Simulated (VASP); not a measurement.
# Ga2As5 (I4/mmm) in VASP: single point with PBE

Aim: the single point of Ga2As5 with PBE.

Program: VASP 6.6.1. These are calculated values, not measurements. Logs are shortened: lines on timing, memory, paths and dates and some standing lists are left out, and cuts for length are marked.

**1. The cell of the first run**

Symmetry: I4/mmm, No. 139, tetragonal system. Conventional cell: a = 6.397 Å, b = 6.397 Å, c = 9.755 Å, α = 90.00°, β = 90.00°, γ = 90.00°. Within 3.6 Å of Ga (site symmetry 4mm) lie 5 As at 2.72 to 2.83 Å. Within 3.4 Å of As (site symmetry m2m) lie 3 As at 2.59 to 2.69 Å and 2 Ga at 2.83 Å. As (site symmetry 4/mmm) has 4 As at 2.69 Å and 2 Ga at 2.72 Å within 3.5 Å.

The cell was built from a structure type or drawn by symmetry, and may not be a known phase.

**2. Single point, PBE**

File INCAR:

```
ALGO = Normal
EDIFF = 1E-6
ENCUT = 500
GGA = PE
GGA_COMPAT = F
ISIF = 2
ISMEAR = 0
LASPH = T
LCHARG = T
LELF = T
LREAL = F
LVHAR = T
LWAVE = F
NBANDS = 34
NELM = 120
PREC = Accurate
SIGMA = 0.2
```

File KPOINTS:

```
k-points
0
Gamma
  4 4 4
```

File POSCAR:

```
Ga2As5
1.0
   -3.1986785700      3.1986785700      4.8773492486
    3.1986785700     -3.1986785700      4.8773492486
    3.1986785700      3.1986785700     -4.8773492486
Ga As
2 5
Direct
    0.2210422111      0.2210422111      0.0000000000
    0.7789577889      0.7789577889      0.0000000000
    0.2025147731      0.2025147731      0.4050295462
    0.7974852269      0.7974852269      0.5949704538
    0.2025147731      0.7974852269      0.0000000000
    0.7974852269      0.2025147731      0.0000000000
    0.5000000000      0.5000000000      0.0000000000
```

Potentials or basis: VASP PAW PBE potentials, release 64 (Ga_d, As).

On the command line:

```console
$ cat potpaw_PBE.64/Ga_d/POTCAR potpaw_PBE.64/As/POTCAR > POTCAR
$ mpirun -np 1 vasp_std > vasp.out
```

OUTCAR:

```text
EDIFF = 1E-6
   ENCUT = 500
   GGA = PE
   ISIF = 2
   ISMEAR = 0
   LASPH = T
   LREAL = F
   NELM = 120
   PREC = Accurate

 ion  position               nearest neighbor table
   1  0.221  0.221  0.000-   7 2.72   4 2.83   5 2.83   6 2.83   3 2.83
   2  0.779  0.779  0.000-   7 2.72   4 2.83   5 2.83   6 2.83   3 2.83
   3  0.203  0.203  0.405-   5 2.59   6 2.59   7 2.69   1 2.83   2 2.83
   4  0.797  0.797  0.595-   5 2.59   6 2.59   7 2.69   2 2.83   1 2.83
   5  0.203  0.797  0.000-   3 2.59   4 2.59   7 2.69   2 2.83   1 2.83
   6  0.797  0.203  0.000-   3 2.59   4 2.59   7 2.69   2 2.83   1 2.83
   7  0.500  0.500  0.000-   4 2.69   5 2.69   6 2.69   3 2.69   2 2.72   1 2.72

  LATTYP: Found a body centered tetragonal cell.
 ALAT       =     6.3973571400
 C/A-ratio  =     1.5248013021

  Lattice vectors:

 A1 = (  -3.1986785700,   3.1986785700,   4.8773492486)
 A2 = (   3.1986785700,  -3.1986785700,   4.8773492486)
 A3 = (   3.1986785700,   3.1986785700,  -4.8773492486)

Analysis of symmetry for initial positions (statically):
=====================================================================
 Subroutine PRICEL returns:
 Original cell was already a primitive cell.

 Routine SETGRP: Setting up the symmetry group for a
 body centered tetragonal supercell.

 Subroutine GETGRP returns: Found 16 space group operations
 (whereof 16 operations were pure point group operations)
 out of a pool of 16 trial point group operations.

The static configuration has the point symmetry D_4h.

Analysis of symmetry for dynamics (positions and initial velocities):
=====================================================================
 Subroutine PRICEL returns:
 Original cell was already a primitive cell.

 Routine SETGRP: Setting up the symmetry group for a
 body centered tetragonal supercell.

 Subroutine GETGRP returns: Found 16 space group operations
 (whereof 16 operations were pure point group operations)
 out of a pool of 16 trial point group operations.

The dynamic configuration has the point symmetry D_4h.

 Subroutine INISYM returns: Found 16 space group operations
 (whereof 16 operations are pure point group operations),
 and found     1 'primitive' translations

----------------------------------------------------------------------------------------

                                     Primitive cell

  volume of cell :     199.6113

  direct lattice vectors                    reciprocal lattice vectors
    -3.198678570  3.198678570  4.877349249     0.000000000  0.156314550  0.102514701
     3.198678570 -3.198678570  4.877349249     0.156314550  0.000000000  0.102514701
     3.198678570  3.198678570 -4.877349249     0.156314550  0.156314550  0.000000000

  length of vectors
     6.652189480  6.652189480  6.652189480     0.186931812  0.186931812  0.221062156

  position of ions in fractional coordinates (direct lattice)
     0.221042211  0.221042211  0.000000000
     0.778957789  0.778957789  0.000000000
     0.202514773  0.202514773  0.405029546
     0.797485227  0.797485227  0.594970454
     0.202514773  0.797485227  0.000000000
     0.797485227  0.202514773  0.000000000
     0.500000000  0.500000000  0.000000000

  ion indices of the primitive-cell ions
   primitive index   ion index
                 1           1
                 2           2
                 3           3
                 4           4
                 5           5
                 6           6
                 7           7

----------------------------------------------------------------------------------------

 KPOINTS: k-points

Automatic generation of k-mesh.
 Grid dimensions read from file:
 generate k-points for:    4    4    4

 Generating k-lattice:

  Cartesian coordinates                     Fractional coordinates (reciprocal lattice)
     0.000000000  0.039078637  0.025628675     0.250000000 -0.000000000  0.000000000
     0.039078637  0.000000000  0.025628675    -0.000000000  0.250000000  0.000000000
     0.039078637  0.039078637  0.000000000     0.000000000  0.000000000  0.250000000

  Length of vectors
     0.046732953  0.046732953  0.055265539

  Shift w.r.t. Gamma in fractional coordinates (k-lattice)
     0.000000000  0.000000000  0.000000000

 Subroutine IBZKPT returns following result:
 ===========================================

 Found     13 irreducible k-points:

 Following reciprocal coordinates:
            Coordinates               Weight
  0.000000  0.000000  0.000000      1.000000
  0.250000  0.000000  0.000000      8.000000
  0.500000  0.000000  0.000000      4.000000
  0.250000  0.250000  0.000000      8.000000
  0.500000  0.250000  0.000000     16.000000
 -0.250000  0.250000  0.000000      4.000000
  0.500000  0.500000  0.000000      2.000000
  0.250000  0.250000  0.250000      2.000000
 -0.250000  0.250000  0.250000      4.000000
  0.500000  0.500000  0.250000      4.000000
 -0.250000  0.500000  0.250000      8.000000
 -0.250000 -0.250000  0.250000      2.000000
  0.500000  0.500000  0.500000      1.000000
   k-points           NKPTS =     13   k-points in BZ     NKDIM =     13   number of bands    NBANDS=     34
   number of dos      NEDOS =    301   number of ions     NIONS =      7
   total plane-waves  NPLWV = 125000
   dimension x,y,z NGX =    50 NGY =   50 NGZ =   50
   dimension x,y,z NGXF=   100 NGYF=  100 NGZF=  100
   ions per type =               2   5
   NGX,Y,Z   is equivalent  to a cutoff of  12.50, 12.50, 12.50 a.u.
   NGXF,Y,Z  is equivalent  to a cutoff of  24.99, 24.99, 24.99 a.u.
 SYSTEM =  unknown system
   PREC   = accura    normal or accurate (medium, high low for compatibility)
   ISTART =      0    job   : 0-new  1-cont  2-samecut
   ICHARG =      2    charge: 1-file 2-atom 10-const
   ISPIN  =      1    spin polarized calculation?
   LNONCOLLINEAR =      F non collinear calculations
   LSORBIT =      F    spin-orbit coupling
   LASPH  =      T    aspherical Exc in radial PAW
   ENCUT  =  500.0 eV  36.75 Ry    6.06 a.u.  12.13 12.13 12.13*2*pi/ulx,y,z
   NELM   =    120;   NELMIN=  2; NELMDL= -5     # of ELM steps
   EDIFF  = 0.1E-05   stopping-criterion for ELM
   LREAL  =      F    real-space projection
   EDIFFG = 0.1E-04   stopping-criterion for IOM
   NSW    =      0    number of steps for IOM
   IBRION =     -1    ionic relax: 0-MD 1-quasi-New 2-CG
   NFREE  =      0    steps in history (QN), initial steepest desc. (CG)
   ISIF   =      2    stress and relaxation
   ISYM   =      2    0-nonsym 1-usesym 2-fastsym
   POTIM  = 0.5000    time-step for ionic-motion
   TEBEG  =    0.0;   TEEND  =   0.0 temperature during run
   PSTRESS=    0.0 pullay stress
   NELECT =      51.0000    total number of electrons
   NUPDOWN=      -1.0000    fix difference up-down
   EMIN   =  10.00;   EMAX   =-10.00  energy-range for DOS
   EFERMI =   0.00;   METHOD = LEGACY
   ISMEAR =     0;   SIGMA  =   0.20  broadening in eV -4-tet -1-fermi 0-gaus
   EFERMI_NEDOS =   21; number of points for ismear=-14 and -15
   IALGO  =     38    algorithm
   IMIX   =      4    mixing-type and parameters
     AMIX     =   0.40;   BMIX     =  1.00
     AMIX_MAG =   1.60;   BMIX_MAG =  1.00
  volume/ion in A,a.u.               =      28.52       192.43
  Fermi-wavevector in a.u.,A,eV,Ry     =   1.038811  1.963068 14.682432  1.079128
  Thomas-Fermi vector in A             =   2.173312
   LORBIT       =      0    0 simple, 1 ext, 2 COOP (PROOUT), +10 PAW based schemes
   GGA     = PE    functional components
   LHFCALC =     F    Hartree Fock is set to
   AEXX    =    0.0000 exact exchange contribution
   IVDW    =     0    specifies the selected vdW correction
   LEPSILON=     F    determine dielectric tensor
   LRPA    =     F    only Hartree local field effects (RPA)
 non-spin polarized calculation
 Gauss-broadening in eV      SIGMA  =   0.20
  energy-cutoff  :      500.00
  volume of cell :      199.61
 maximum number of plane-waves:      5104
 NGX is ok and might be reduce to    50
   NGX = 25   NGY = 25   NGZ = 25

 number of electron      51.0000015 magnetization

 Free energy of the ion-electron system (eV)
  ---------------------------------------------------
  ext. energy  EPLUGINS =         0.00000000
  ---------------------------------------------------
  free energy    TOTEN  =       -26.68256634 eV

  energy without entropy =      -26.57073983  energy(sigma->0) =      -26.62665308

 E-fermi :   2.9756     XC(G=0):  -8.5004

 val. band max:        2.9335041529   @ k =   0.5000   0.2500   0.0000
 cond. band min:       3.0082445477   @ k =   0.5000   0.5000   0.5000
 fundamental gap:      0.0747403948
 Fermi energy:         2.9756478586

 k-point     1 :       0.0000    0.0000    0.0000
  band No.  band energies     occupation
      1     -12.1641      2.00000
      2     -12.0969      2.00000
      3     -12.0969      2.00000
      4     -12.0861      2.00000
      5     -12.0746      2.00000
      6     -12.0745      2.00000
[... 26 lines left out ...]
     33       6.7361      0.00000
     34       6.7392      0.00000

 k-point     2 :       0.2500    0.0000    0.0000
  band No.  band energies     occupation
      1     -12.1443      2.00000
      2     -12.0953      2.00000
      3     -12.0940      2.00000
      4     -12.0845      2.00000
      5     -12.0760      2.00000
      6     -12.0759      2.00000
[... 26 lines left out ...]
     33       6.6717      0.00000
     34       6.7302      0.00000

 k-point     3 :       0.5000    0.0000    0.0000
  band No.  band energies     occupation
      1     -12.1179      2.00000
      2     -12.0990      2.00000
      3     -12.0907      2.00000
      4     -12.0839      2.00000
      5     -12.0816      2.00000
      6     -12.0788      2.00000
[... 26 lines left out ...]
     33       6.1761      0.00000
     34       7.1471      0.00000

 k-point     4 :       0.2500    0.2500    0.0000
  band No.  band energies     occupation
      1     -12.1195      2.00000
      2     -12.0955      2.00000
      3     -12.0919      2.00000
      4     -12.0854      2.00000
      5     -12.0827      2.00000
      6     -12.0776      2.00000
[... 26 lines left out ...]
     33       6.7338      0.00000
     34       6.8686      0.00000

 k-point     5 :       0.5000    0.2500    0.0000
  band No.  band energies     occupation
      1     -12.1288      2.00000
      2     -12.0958      2.00000
      3     -12.0897      2.00000
      4     -12.0817      2.00000
      5     -12.0790      2.00000
      6     -12.0772      2.00000
[... 214 lines left out ...]
 k-point    11 :      -0.2500    0.5000    0.2500
  band No.  band energies     occupation
      1     -12.1198      2.00000
      2     -12.0916      2.00000
      3     -12.0890      2.00000
      4     -12.0824      2.00000
      5     -12.0792      2.00000
      6     -12.0775      2.00000
[... 26 lines left out ...]
     33       5.8900      0.00000
     34       6.3113      0.00000

 k-point    12 :      -0.2500   -0.2500    0.2500
  band No.  band energies     occupation
      1     -12.1252      2.00000
      2     -12.0915      2.00000
      3     -12.0915      2.00000
      4     -12.0879      2.00000
      5     -12.0847      2.00000
      6     -12.0753      2.00000
[... 26 lines left out ...]
     33       6.3338      0.00000
     34       6.3343      0.00000

 k-point    13 :       0.5000    0.5000    0.5000
  band No.  band energies     occupation
      1     -12.1209      2.00000
      2     -12.0871      2.00000
      3     -12.0871      2.00000
      4     -12.0829      2.00000
      5     -12.0765      2.00000
      6     -12.0756      2.00000
[... 26 lines left out ...]
     33       6.1665      0.00000
     34       6.6193      0.00000

------------------------ aborting loop because EDIFF is reached ----------------------------------------

  FORCE on cell =-STRESS in cart. coord.  units (eV):
  Direction    XX          YY          ZZ          XY          YZ          ZX
  --------------------------------------------------------------------------------------
  -------------------------------------------------------------------------------------
  Total        0.9092665      0.9092665     -0.1754199      0.0000000      0.0000000      0.0000000
  in kB        7.2982158      7.2982158     -1.4080057      0.0000000      0.0000000      0.0000000
  external PRESSURE =       4.3961420 kB  Pullay stress =       0.0000000 kB

 VOLUME and BASIS-vectors are now :
 -----------------------------------------------------------------------------
  energy-cutoff  :      500.00
  volume of cell :      199.61
      direct lattice vectors                 reciprocal lattice vectors
    -3.198678570  3.198678570  4.877349249     0.000000000  0.156314550  0.102514701
     3.198678570 -3.198678570  4.877349249     0.156314550  0.000000000  0.102514701
     3.198678570  3.198678570 -4.877349249     0.156314550  0.156314550  0.000000000

 POSITION                                       TOTAL-FORCE (eV/Angst)
 -----------------------------------------------------------------------------------
      0.00000      0.00000      2.15620         0.000000     -0.000000     -0.061726
      0.00000      0.00000      7.59850         0.000000     -0.000000      0.061726
      1.29556      1.29556      0.00000         0.036875      0.036875      0.000000
      1.90312      1.90312      4.87735        -0.036875     -0.036875     -0.000000
      1.90312     -1.90312      4.87735        -0.036875      0.036875      0.000000
     -1.90312      1.90312      4.87735         0.036875     -0.036875      0.000000
      0.00000      0.00000      4.87735         0.000000     -0.000000      0.000000
 -----------------------------------------------------------------------------------
    total drift:                                0.000000     -0.000000      0.000000

  FREE ENERGIE OF THE ION-ELECTRON SYSTEM (eV)
  ---------------------------------------------------
  free  energy   TOTEN  =       -26.6825663367 eV

  energy  without entropy=      -26.5707398326  energy(sigma->0) =      -26.62665308
```

Run time: 66 s. Hardware: 1 thread of Intel Xeon 6975P-C (Granite Rapids), shared host; peak memory 0.36 GiB.

What came out:

* Free energy: -26.6826 eV
* Pressure: 0.4 GPa
* Largest force: 0.062 eV/Å
* Band gap on the k mesh: zero (an odd number of electrons rules out a gap without spin polarisation)

Forces on the atoms (eV/Å):
```
Ga   0.000  0.000 -0.062
Ga   0.000  0.000  0.062
As   0.037  0.037  0.000
As  -0.037 -0.037  0.000
As  -0.037  0.037  0.000
As   0.037 -0.037  0.000
As   0.000  0.000  0.000
```

Stress tensor (GPa, compression positive):
```
 0.73  0.00  0.00
 0.00  0.73  0.00
 0.00  0.00 -0.14
```
